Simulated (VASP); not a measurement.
# LaIn15O24 (a cell with a defect) in VASP: electric field gradients with PBE

Aim: the electric field gradients of LaIn15O24 (a cell with a defect) with PBE.

Everything below comes from runs of VASP 6.6.1. Logs are shortened: lines on timing, memory, paths and dates and some standing lists are left out, and cuts for length are marked.

**1. The cell of the first run**

The cell holds a defect, 40 atoms: a = 7.971 Å, b = 7.971 Å, c = 7.971 Å, α = 87.00°, β = 87.00°, γ = 87.00°.

**2. Electric field gradients, PBE**

File INCAR:

```
SYSTEM = LaIn15O24
PREC     = Accurate       ! precision mode
ENCUT    = 520            ! plane-wave cutoff, eV
EDIFF    = 1E-8           ! SCF threshold, eV
ISMEAR   = -1             ! smearing method
SIGMA    = 0.01           ! smearing width, eV
LREAL    = Auto         
LASPH    = .TRUE.         ! aspherical terms in the spheres
NELM     = 100            ! most SCF steps
ALGO     = Normal         ! electronic algorithm
ISIF     = 2              ! what is computed and relaxed
LWAVE    = .FALSE.        ! write WAVECAR
LCHARG   = .FALSE.        ! write CHGCAR
GGA      = PE             ! functional
LEFG     = .TRUE.       
NBANDS   = 201            ! bands
LUSENCCL = .FALSE.
```

File KPOINTS:

```
regular mesh
0
G
  3 3 3
  0 0 0
```

File POSCAR:

```
LaIn15O24
1.0
   -5.4870000000     -3.1679209270      4.8366666667
    5.4870000000     -3.1679209270      4.8366666667
    0.0000000000      6.3358418540      4.8366666667
La In O
1 15 24
Direct
    0.3573100000      0.3573100000      0.3573100000
    0.8573100000      0.8573100000      0.3573100000
    0.8573100000      0.3573100000      0.8573100000
    0.3573100000      0.8573100000      0.8573100000
    0.1426900000      0.1426900000      0.1426900000
    0.6426900000      0.6426900000      0.1426900000
    0.6426900000      0.1426900000      0.6426900000
    0.1426900000      0.6426900000      0.6426900000
    0.6426900000      0.6426900000      0.6426900000
    0.1426900000      0.1426900000      0.6426900000
    0.1426900000      0.6426900000      0.1426900000
    0.6426900000      0.1426900000      0.1426900000
    0.8573100000      0.8573100000      0.8573100000
    0.3573100000      0.3573100000      0.8573100000
    0.3573100000      0.8573100000      0.3573100000
    0.8573100000      0.3573100000      0.3573100000
    0.6010000000      0.3990000000      0.7500000000
    0.1010000000      0.8990000000      0.7500000000
    0.1010000000      0.3990000000      0.2500000000
    0.6010000000      0.8990000000      0.2500000000
    0.7500000000      0.6010000000      0.3990000000
    0.2500000000      0.1010000000      0.3990000000
    0.2500000000      0.6010000000      0.8990000000
    0.7500000000      0.1010000000      0.8990000000
    0.3990000000      0.7500000000      0.6010000000
    0.8990000000      0.2500000000      0.6010000000
    0.8990000000      0.7500000000      0.1010000000
    0.3990000000      0.2500000000      0.1010000000
    0.3990000000      0.6010000000      0.2500000000
    0.8990000000      0.1010000000      0.2500000000
    0.8990000000      0.6010000000      0.7500000000
    0.3990000000      0.1010000000      0.7500000000
    0.2500000000      0.3990000000      0.6010000000
    0.7500000000      0.8990000000      0.6010000000
    0.7500000000      0.3990000000      0.1010000000
    0.2500000000      0.8990000000      0.1010000000
    0.6010000000      0.2500000000      0.3990000000
    0.1010000000      0.7500000000      0.3990000000
    0.1010000000      0.2500000000      0.8990000000
    0.6010000000      0.7500000000      0.8990000000
```

Potentials or basis: VASP PAW PBE potentials, release 64 (La, In_d, O).

Command:

```console
> cat potpaw_PBE.64/La/POTCAR potpaw_PBE.64/In_d/POTCAR potpaw_PBE.64/O/POTCAR > POTCAR
> mpirun -np 1 vasp_std > vasp.out
```

OUTCAR:

```text
SYSTEM = LaIn15O24
   PREC = Accurate
   ENCUT = 520
   EDIFF = 1E-8
   ISMEAR = -1
   LREAL = Auto
   LASPH = .TRUE.
   NELM = 100
   ISIF = 2
   GGA = PE

 ion  position               nearest neighbor table
   1  0.357  0.357  0.357-  33 2.12  29 2.12  37 2.12  28 2.26  22 2.26  19 2.26   5 3.11  10 3.24
                            11 3.24  12 3.24   6 3.61   8 3.61   7 3.61
   2  0.857  0.857  0.357-  34 2.12  30 2.12  38 2.12  27 2.26  21 2.26  20 2.26   6 3.11   9 3.24
                            11 3.24  12 3.24   5 3.61   8 3.61   7 3.61  13 3.99  13 3.99  16 3.99
   3  0.857  0.357  0.857-  35 2.12  31 2.12  39 2.12  26 2.26  24 2.26  17 2.26   7 3.11  12 3.24
                            10 3.24   9 3.24   8 3.61   6 3.61   5 3.61  16 3.99  16 3.99  13 3.99
   4  0.357  0.857  0.857-  36 2.12  32 2.12  40 2.12  25 2.26  23 2.26  18 2.26   8 3.11  11 3.24
                            10 3.24   9 3.24   7 3.61   6 3.61   5 3.61  15 3.99  15 3.99  13 3.99
   5  0.143  0.143  0.143-  39 2.12  30 2.12  36 2.12  28 2.26  22 2.26  19 2.26   1 3.11  14 3.24
                            15 3.24  16 3.24   2 3.61   4 3.61   3 3.61  10 3.99  10 3.99  11 3.99
   6  0.643  0.643  0.143-  40 2.12  29 2.12  35 2.12  27 2.26  21 2.26  20 2.26   2 3.11  13 3.24
                            15 3.24  16 3.24   1 3.61   4 3.61   3 3.61   9 3.99   9 3.99  11 3.99
   7  0.643  0.143  0.643-  37 2.12  32 2.12  34 2.12  26 2.26  24 2.26  17 2.26   3 3.11  16 3.24
                            14 3.24  13 3.24   4 3.61   2 3.61   1 3.61  12 3.99  12 3.99  10 3.99
   8  0.143  0.643  0.643-  38 2.12  31 2.12  33 2.12  25 2.26  23 2.26  18 2.26   4 3.11  15 3.24
                            14 3.24  13 3.24   3 3.61   2 3.61   1 3.61  11 3.99  11 3.99  10 3.99
   9  0.643  0.643  0.643-  21 2.12  17 2.12  25 2.12  34 2.26  40 2.26  31 2.26  13 3.11   2 3.24
                             4 3.24   3 3.24  14 3.61  15 3.61  16 3.61   6 3.99   6 3.99   8 3.99
  10  0.143  0.143  0.643-  22 2.12  18 2.12  26 2.12  33 2.26  39 2.26  32 2.26  14 3.11   1 3.24
[... 35 lines left out ...]
  39  0.101  0.250  0.899-   5 2.12   3 2.12  10 2.26  14 2.26
  40  0.601  0.750  0.899-   6 2.12   4 2.12   9 2.26  13 2.26

  LATTYP: Found a trigonal (rhomboedric) cell.
 ALAT       =     7.9709620777
 COS(alpha) =     0.0522835256

  Lattice vectors:

 A1 = (  -5.4870000000,  -3.1679209270,   4.8366666667)
 A2 = (   5.4870000000,  -3.1679209270,   4.8366666667)
 A3 = (   0.0000000000,   6.3358418540,   4.8366666667)

Analysis of symmetry for initial positions (statically):
=====================================================================
 Subroutine PRICEL returns:
 Original cell was already a primitive cell.

[... 1379 lines left out ...]
  Total       46.5607386     46.5607386     40.2749894     -0.0000002      0.0000000     -0.0000000
  in kB      147.8848694    147.8848694    127.9202550     -0.0000006      0.0000000     -0.0000000
  external PRESSURE =     141.2299979 kB  Pullay stress =       0.0000000 kB

 VOLUME and BASIS-vectors are now :
 -----------------------------------------------------------------------------
  energy-cutoff  :      520.00
  volume of cell :      504.44
      direct lattice vectors                 reciprocal lattice vectors
    -5.487000000 -3.167920927  4.836666667    -0.091124476 -0.052610741  0.068917988
     5.487000000 -3.167920927  4.836666667     0.091124476 -0.052610741  0.068917988
     0.000000000  6.335841854  4.836666667     0.000000000  0.105221482  0.068917988

 POSITION                                       TOTAL-FORCE (eV/Angst)
 -----------------------------------------------------------------------------------
      0.00000      0.00000      5.18457         0.000000      0.000000      1.638012
      0.00000     -3.16792     10.02123         0.054360     -0.030835      0.051510
     -2.74350      1.58396     10.02123        -0.053884     -0.031659      0.051510
      2.74350      1.58396     10.02123        -0.000476      0.062494      0.051510
      0.00000      0.00000      2.07043         0.000000      0.000000     -0.566524
      0.00000     -3.16792      6.90710         0.145027     -0.152741      0.036857
[... 32 lines left out ...]
      0.81756      4.58398      6.04583        -0.082762     -0.007150      0.006338
      0.81756      1.41606     10.88250        -0.075324     -0.152968     -0.015916
 -----------------------------------------------------------------------------------
    total drift:                               -0.000000      0.000000     -0.007530

  FREE ENERGIE OF THE ION-ELECTRON SYSTEM (eV)
  ---------------------------------------------------
  free  energy   TOTEN  =      -225.4165592966 eV

  energy  without entropy=     -225.4165592966  energy(sigma->0) =     -225.41655930

 Electric field gradients (V/A^2)
---------------------------------------------------------------------
 ion       V_xx      V_yy      V_zz      V_xy      V_xz      V_yz
---------------------------------------------------------------------
   1     -52.168   -52.168   104.336    -0.000     0.000    -0.000
   2     -22.599   -23.585    46.184     0.142    -0.335    -0.392
   3     -23.461   -22.722    46.184     0.356    -0.171     0.486
   4     -23.215   -22.968    46.184    -0.498     0.507    -0.095
   5     -20.906   -20.906    41.813    -0.000    -0.000     0.000
   6     -25.916   -21.478    47.394    -0.252     0.938     0.233
[... 32 lines left out ...]
  39       7.610     7.037   -14.646     2.336   -33.494    20.879
  40       7.206     8.214   -15.419     1.461   -33.505    19.150
---------------------------------------------------------------------

 Electric field gradients after diagonalization (V/A^2)
 (convention: |V_zz| > |V_xx| > |V_yy|)
----------------------------------------------------------------------
 ion       V_xx      V_yy      V_zz     asymmetry (V_yy - V_xx)/ V_zz
----------------------------------------------------------------------
   1     -52.168   -52.168   104.336       0.000
   2     -23.607   -22.581    46.187       0.022
   3     -23.607   -22.581    46.187       0.022
   4     -23.607   -22.581    46.187       0.022
   5     -20.906   -20.906    41.813       0.000
   6     -25.943   -21.464    47.406       0.094
[... 32 lines left out ...]
  39      36.107     9.268   -45.374       0.592
  40      35.466     9.223   -44.689       0.587
----------------------------------------------------------------------

           NMR quadrupolar parameters

 Cq : quadrupolar parameter    Cq=e*Q*V_zz/h
 eta: asymmetry parameters     (V_yy - V_xx)/ V_zz
 Q  : nuclear electric quadrupole moment in mb (millibarn)
----------------------------------------------------------------------
 ion       Cq(MHz)       eta       Q (mb)
----------------------------------------------------------------------
   1       0.252       0.000       1.000
   2       0.112       0.022       1.000
   3       0.112       0.022       1.000
   4       0.112       0.022       1.000
   5       0.101       0.000       1.000
   6       0.115       0.094       1.000
[... 32 lines left out ...]
  39      -0.110       0.592       1.000
  40      -0.108       0.587       1.000
----------------------------------------------------------------------
```

OSZICAR:

```text
N       E                     dE             d eps       ncg     rms          rms(c)
DAV:   1     0.638353878615E+04    0.63835E+04   -0.14577E+05  2492   0.261E+03
DAV:   2     0.170979404029E+04   -0.46737E+04   -0.44745E+04  2412   0.806E+02
DAV:   3     0.825488985806E+02   -0.16272E+04   -0.15143E+04  2533   0.367E+02
DAV:   4    -0.251604799379E+03   -0.33415E+03   -0.32366E+03  3322   0.160E+02
[... 12 lines left out ...]
DAV:  17    -0.225416559701E+03   -0.11421E-05   -0.88071E-06  4008   0.145E-02    0.144E-02
DAV:  18    -0.225416559421E+03    0.28012E-06   -0.34440E-06  4072   0.132E-02    0.590E-03
DAV:  19    -0.225416559283E+03    0.13818E-06   -0.80744E-07  3784   0.104E-02    0.111E-03
DAV:  20    -0.225416559292E+03   -0.94951E-08   -0.24219E-07  3896   0.241E-03    0.618E-04
DAV:  21    -0.225416559297E+03   -0.42764E-08   -0.49722E-08  2328   0.112E-03
   1 F= -.22541656E+03 E0= -.22541656E+03  d E =-.101800E-13
```

It took 4.8 min on 1 × NVIDIA H100 80GB with 1 thread of Intel Xeon Platinum 8481C at 2.70GHz (Sapphire Rapids), shared host; peak memory 1.6 GiB.

Results:

- Free energy: -225.4166 eV
- Pressure: 14.1 GPa
- Largest force: 3.744 eV/Å
- Band gap on the k mesh: 1.11 eV
- Largest electric field gradient by atom: La +104.3; In +46.2, +41.8, +47.4, +44.6, +44.1, +45.7, +46.8 (each value once); O -44.0, -45.9, -69.9, -46.1, -54.0, -45.4, -44.7, -46.3 (each value once) V/Å²

Forces in eV/Å, atoms in the order of the input:
```
La   0.000  0.000  1.638
In   0.054 -0.031  0.052
In  -0.054 -0.032  0.052
In   0.000  0.062  0.052
In   0.000  0.000 -0.567
In   0.145 -0.153  0.037
In  -0.205 -0.049  0.037
In   0.060  0.202  0.037
In   0.000  0.000  0.138
In   0.020  0.336 -0.082
In   0.281 -0.185 -0.082
In  -0.301 -0.151 -0.082
In   0.000  0.000  0.007
In   0.035  0.087 -0.105
In   0.057 -0.074 -0.105
In  -0.093 -0.013 -0.105
O   -0.109 -0.041 -0.037
O   -0.153 -0.011  0.000
O    1.571  0.110 -1.753
O   -0.102 -0.035  0.089
O    0.090 -0.074 -0.037
O   -0.881  1.305 -1.753
O    0.081 -0.071  0.089
O    0.086 -0.127  0.000
O    0.019  0.115 -0.037
O    0.021  0.106  0.089
O    0.067  0.138  0.000
O   -0.690 -1.415 -1.753
O    2.023 -2.772  1.498
O    0.048 -0.068  0.006
O    0.170  0.011 -0.016
O    0.145 -0.100 -0.094
O    1.389  3.138  1.498
O   -0.095  0.142 -0.016
O    0.014  0.176 -0.094
O    0.035  0.075  0.006
O   -3.412 -0.366  1.498
O   -0.159 -0.076 -0.094
O   -0.083 -0.007  0.006
O   -0.075 -0.153 -0.016
```

Stress tensor (GPa, compression positive):
```
14.79  0.00  0.00
 0.00 14.79  0.00
 0.00  0.00 12.79
```

Levels at points of the mesh, in eV from the valence-band top:
| k point | band 172 | band 173 | band 174 | band 175 | band 176 | band 177 | band 178 | band 179 |
| --- | --- | --- | --- | --- | --- | --- | --- | --- |
| (0.00, 0.00, 0.00) | -0.60 | -0.35 | -0.16 | -0.16 | 1.11 | 4.61 | 4.61 | 4.78 |

Electric field gradients, principal values (V/Å²):
| atom | least | middle | greatest (by size) |
| --- | --- | --- | --- |
| 1 La | -52.168 | -52.168 | 104.336 |
| 2 In | -22.581 | -23.607 | 46.187 |
| 3 In | -22.581 | -23.607 | 46.187 |
| 4 In | -22.581 | -23.607 | 46.187 |
| 5 In | -20.906 | -20.906 | 41.813 |
| 6 In | -21.464 | -25.943 | 47.406 |
| 7 In | -21.464 | -25.943 | 47.406 |
| 8 In | -21.464 | -25.943 | 47.406 |
| 9 In | -22.291 | -22.291 | 44.582 |
| 10 In | -21.295 | -22.792 | 44.086 |
| 11 In | -21.295 | -22.792 | 44.086 |
| 12 In | -21.295 | -22.792 | 44.086 |
| 13 In | -22.838 | -22.838 | 45.675 |
| 14 In | -18.328 | -28.504 | 46.833 |
| 15 In | -18.328 | -28.504 | 46.833 |
| 16 In | -18.328 | -28.504 | 46.833 |
| 17 O | 9.523 | 34.508 | -44.031 |
| 18 O | 10.666 | 35.283 | -45.949 |
| 19 O | 17.340 | 52.539 | -69.879 |
| 20 O | 12.727 | 33.353 | -46.081 |
| 21 O | 9.523 | 34.508 | -44.031 |
| 22 O | 17.340 | 52.539 | -69.879 |
| 23 O | 12.727 | 33.353 | -46.081 |
| 24 O | 10.666 | 35.283 | -45.949 |
| 25 O | 9.523 | 34.508 | -44.031 |
| 26 O | 12.727 | 33.353 | -46.081 |
| 27 O | 10.666 | 35.283 | -45.949 |
| 28 O | 17.340 | 52.539 | -69.879 |
| 29 O | 0.695 | 53.271 | -53.966 |
| 30 O | 9.268 | 36.107 | -45.374 |
| 31 O | 9.223 | 35.466 | -44.689 |
| 32 O | 9.703 | 36.556 | -46.259 |
| 33 O | 0.695 | 53.271 | -53.966 |
| 34 O | 9.223 | 35.466 | -44.689 |
| 35 O | 9.703 | 36.556 | -46.259 |
| 36 O | 9.268 | 36.107 | -45.374 |
| 37 O | 0.695 | 53.271 | -53.966 |
| 38 O | 9.703 | 36.556 | -46.259 |
| 39 O | 9.268 | 36.107 | -45.374 |
| 40 O | 9.223 | 35.466 | -44.689 |

Caveat: without QUAD_EFG the Cq values of the log hold for a quadrupole moment of 1 mb, not for the nuclei; spin-orbit coupling is left out, which moves the levels of the heavy elements.
